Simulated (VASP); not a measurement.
Runs of VASP 6.6.1 on InSb3. The structure is that of space group Fm-3m (No. 225), or close to it. The cells are those of the table. 

```csv
task,cell,gap on the mesh (eV),pressure (GPa)
single point,"a = 5.150 Å, angles 60.0°, 4 atoms",none,5.0
relaxation of cell and atoms,"relaxed from a = 5.395 Å, angles 60.0°, 4 atoms",-,0.0
relaxation of cell and atoms,"relaxed to 20 GPa from a = 5.395 Å, angles 60.0°, 4 atoms",-,20.0
single point,"a = 5.064 Å, angles 60.0°, 4 atoms",none,10.1
relaxation of cell and atoms,"relaxed to 5 GPa from a = 5.395 Å, angles 60.0°, 4 atoms",-,5.0
relaxation of cell and atoms,"relaxed to 10 GPa from a = 5.395 Å, angles 60.0°, 4 atoms",-,10.0
single point,"a = 4.935 Å, angles 60.0°, 4 atoms",none,(a)
single point,"a = 5.264 Å, angles 60.0°, 4 atoms",none,0.0
```

Alike in all rows: level PBEsol; potentials or basis VASP PAW PBE potentials, release 64 (In_d, Sb); no spin polarisation; k mesh 5 × 5 × 5; cutoff (eV) 500; smearing gaussian 0.01 eV.

Question: Estimate the missing entries.

Answer: (a) 20.2.

Caveats: the PAW data sets were made with another functional, which shifts forces and pressure a little; spin-orbit coupling is left out, which moves the levels of the heavy elements; the highest band is partly filled, so the run has too few bands (at least some runs); the cell stands under pressure (at least some runs); the cell is relaxed towards a set pressure, so the run minimises the enthalpy, not the energy (at least some runs).

A k mesh can miss the band edges, and the runs leave out spin-orbit coupling on In, Sb.

A gap of «none» marks levels without a gap at the run's occupations.
